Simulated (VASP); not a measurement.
# Sb (I4/mmm) in VASP: single point with PBE

Aim: the single point of Sb with PBE.

All numbers are computed with VASP 6.6.1; they aren't measurements. Logs are shortened: lines on timing, memory, paths and dates and some standing lists are left out, and cuts for length are marked.

## 1. The cell of the first run

The structure is tetragonal, space group I4/mmm (No. 139). The conventional cell has a = 3.041 Å, b = 3.041 Å, c = 4.861 Å, α = 90.00°, β = 90.00°, γ = 90.00°. Within 4.0 Å of Sb (site symmetry 4/mmm) lie 12 Sb at 3.04 to 3.24 Å.

## 2. Single point, PBE (z stretched by -2 % at fixed volume)

INCAR

```
PREC = Accurate ; ENCUT = 520
EDIFF = 1E-6 ; ISMEAR = -1
SIGMA = 0.05 ; LREAL = F
LASPH = T ; NELM = 60
ALGO = Normal ; ISIF = 2
LWAVE = F ; LCHARG = T
GGA = PE ; LELF = T
LVHAR = T ; NBANDS = 8
```

KPOINTS

```
Automatic mesh
0
Gamma
  19 19 19
```

POSCAR

```
Sb
1.0
   -1.5202795796      1.5202795796      2.4304000000
    1.5202795796     -1.5202795796      2.4304000000
    1.5202795796      1.5202795796     -2.4304000000
Sb
1
Direct
    0.0000000000      0.0000000000      0.0000000000
```

Potentials or basis: VASP PAW PBE potentials, release 64 (Sb).

Command:

```
cat potpaw_PBE.64/Sb/POTCAR > POTCAR
mpirun -np 1 vasp_std > vasp.out
```

OUTCAR:

```text
PREC = Accurate
   ENCUT = 520
   EDIFF = 1E-6
   ISMEAR = -1
   LREAL = F
   LASPH = T
   NELM = 60
   ISIF = 2
   GGA = PE

 ion  position               nearest neighbor table
   1  0.000  0.000  0.000-

  LATTYP: Found a body centered tetragonal cell.
 ALAT       =     3.0405591592
 C/A-ratio  =     1.5986533218

  Lattice vectors:

 A1 = (  -1.5202795796,   1.5202795796,   2.4304000000)
 A2 = (   1.5202795796,  -1.5202795796,   2.4304000000)
 A3 = (   1.5202795796,   1.5202795796,  -2.4304000000)

Analysis of symmetry for initial positions (statically):
=====================================================================
 Subroutine PRICEL returns:
 Original cell was already a primitive cell.

 Routine SETGRP: Setting up the symmetry group for a
 body centered tetragonal supercell.

 Subroutine GETGRP returns: Found 16 space group operations
 (whereof 16 operations were pure point group operations)
 out of a pool of 16 trial point group operations.

The static configuration has the point symmetry D_4h.

Analysis of symmetry for dynamics (positions and initial velocities):
=====================================================================
 Subroutine PRICEL returns:
 Original cell was already a primitive cell.

 Routine SETGRP: Setting up the symmetry group for a
 body centered tetragonal supercell.

 Subroutine GETGRP returns: Found 16 space group operations
 (whereof 16 operations were pure point group operations)
 out of a pool of 16 trial point group operations.

The dynamic configuration has the point symmetry D_4h.

 Subroutine INISYM returns: Found 16 space group operations
 (whereof 16 operations are pure point group operations),
 and found     1 'primitive' translations

----------------------------------------------------------------------------------------

                                     Primitive cell

  volume of cell :      22.4690

  direct lattice vectors                    reciprocal lattice vectors
    -1.520279580  1.520279580  2.430400000     0.000000000  0.328886875  0.205727452
     1.520279580 -1.520279580  2.430400000     0.328886875  0.000000000  0.205727452
     1.520279580  1.520279580 -2.430400000     0.328886875  0.328886875  0.000000000

  length of vectors
     3.244895092  3.244895092  3.244895092     0.387930872  0.387930872  0.465116279

  position of ions in fractional coordinates (direct lattice)
     0.000000000  0.000000000  0.000000000

  ion indices of the primitive-cell ions
[... 75 lines left out ...]
   LREAL  =      F    real-space projection
   EDIFFG = 0.1E-04   stopping-criterion for IOM
   NSW    =      0    number of steps for IOM
   IBRION =     -1    ionic relax: 0-MD 1-quasi-New 2-CG
   NFREE  =      0    steps in history (QN), initial steepest desc. (CG)
   ISIF   =      2    stress and relaxation
   ISYM   =      2    0-nonsym 1-usesym 2-fastsym
   POTIM  = 0.5000    time-step for ionic-motion
   TEBEG  =    0.0;   TEEND  =   0.0 temperature during run
   PSTRESS=    0.0 pullay stress
   NELECT =       5.0000    total number of electrons
   NUPDOWN=      -1.0000    fix difference up-down
   EMIN   =  10.00;   EMAX   =-10.00  energy-range for DOS
   EFERMI =   0.00;   METHOD = LEGACY
   ISMEAR =    -1;   SIGMA  =   0.05  broadening in eV -4-tet -1-fermi 0-gaus
   EFERMI_NEDOS =   21; number of points for ismear=-14 and -15
   IALGO  =     38    algorithm
   IMIX   =      4    mixing-type and parameters
     AMIX     =   0.40;   BMIX     =  1.00
     AMIX_MAG =   1.60;   BMIX_MAG =  1.00
  volume/ion in A,a.u.               =      22.47       151.63
  Fermi-wavevector in a.u.,A,eV,Ry     =   0.992057  1.874716 13.390541  0.984177
  Thomas-Fermi vector in A             =   2.123842
   LORBIT       =      0    0 simple, 1 ext, 2 COOP (PROOUT), +10 PAW based schemes
   GGA     = PE    functional components
   LHFCALC =     F    Hartree Fock is set to
   AEXX    =    0.0000 exact exchange contribution
   IVDW    =     0    specifies the selected vdW correction
   LEPSILON=     F    determine dielectric tensor
   LRPA    =     F    only Hartree local field effects (RPA)
 non-spin polarized calculation
  energy-cutoff  :      520.00
  volume of cell :       22.47
 maximum number of plane-waves:       630
   NGX = 11   NGY = 11   NGZ = 11

 number of electron       5.0000000 magnetization

 Free energy of the ion-electron system (eV)
  ---------------------------------------------------
  ext. energy  EPLUGINS =         0.00000000
  ---------------------------------------------------
  free energy    TOTEN  =        -3.59080818 eV

  energy without entropy =       -3.58653954  energy(sigma->0) =       -3.58867386

 E-fermi :  11.1254     XC(G=0): -11.0415

 val. band max:       11.1241723581   @ k =  -0.3684  -0.4737   0.3684
 cond. band min:      11.1271459380   @ k =  -0.3684  -0.4211   0.0526
 fundamental gap:      0.0029735799
 Fermi energy:        11.1254077763

 k-point     1 :       0.0000    0.0000    0.0000
  band No.  band energies     occupation
      1      -3.4109      2.00000
      2      17.7744      0.00000
      3      17.8539      0.00000
      4      17.8539      0.00000
      5      21.2670      0.00000
      6      21.4376      0.00000
      7      22.0861      0.00000
      8      22.0861      0.00000
[... 243 lines left out ...]
 k-point    24 :      -0.2632    0.0526    0.0000
  band No.  band energies     occupation
      1      -1.9040      2.00000
      2      10.4665      2.00000
      3      15.1704      0.00000
      4      17.0536      0.00000
      5      19.8238      0.00000
      6      21.4707      0.00000
      7      22.6686      0.00000
      8      23.6244      0.00000

 [... further k-points ...]

------------------------ aborting loop because EDIFF is reached ----------------------------------------

  FORCE on cell =-STRESS in cart. coord.  units (eV):
  Direction    XX          YY          ZZ          XY          YZ          ZX
  --------------------------------------------------------------------------------------
  -------------------------------------------------------------------------------------
  Total        2.6586372      2.6586372      2.6481946      0.0000000      0.0000000      0.0000000
  in kB      189.5767105    189.5767105    188.8320945      0.0000000      0.0000000      0.0000000
  external PRESSURE =     189.3285052 kB  Pullay stress =       0.0000000 kB

 VOLUME and BASIS-vectors are now :
 -----------------------------------------------------------------------------
  energy-cutoff  :      520.00
  volume of cell :       22.47
      direct lattice vectors                 reciprocal lattice vectors
    -1.520279580  1.520279580  2.430400000     0.000000000  0.328886875  0.205727452
     1.520279580 -1.520279580  2.430400000     0.328886875  0.000000000  0.205727452
     1.520279580  1.520279580 -2.430400000     0.328886875  0.328886875  0.000000000

 POSITION                                       TOTAL-FORCE (eV/Angst)
 -----------------------------------------------------------------------------------
      0.00000      0.00000      0.00000        -0.000000     -0.000000     -0.000000
 -----------------------------------------------------------------------------------
    total drift:                                0.000000     -0.000000     -0.000000

  FREE ENERGIE OF THE ION-ELECTRON SYSTEM (eV)
  ---------------------------------------------------
  free  energy   TOTEN  =        -3.5908081808 eV

  energy  without entropy=       -3.5865395366  energy(sigma->0) =       -3.58867386
```

It took 49 s on 1 thread of Oxide Virtual Turin-like, shared host; peak memory 0.19 GiB.

Results:

```yaml
Free_energy: -3.5908 eV
Pressure: 18.9 GPa
Band_gap_on_the_k_mesh: zero (an odd number of electrons rules out a gap without spin polarisation)
```

Caveat: the cell stands under pressure; spin-orbit coupling is left out, which moves the levels of the heavy elements; an odd number of electrons without spin polarisation forces a metal; a magnetic or distorted state may lie lower.
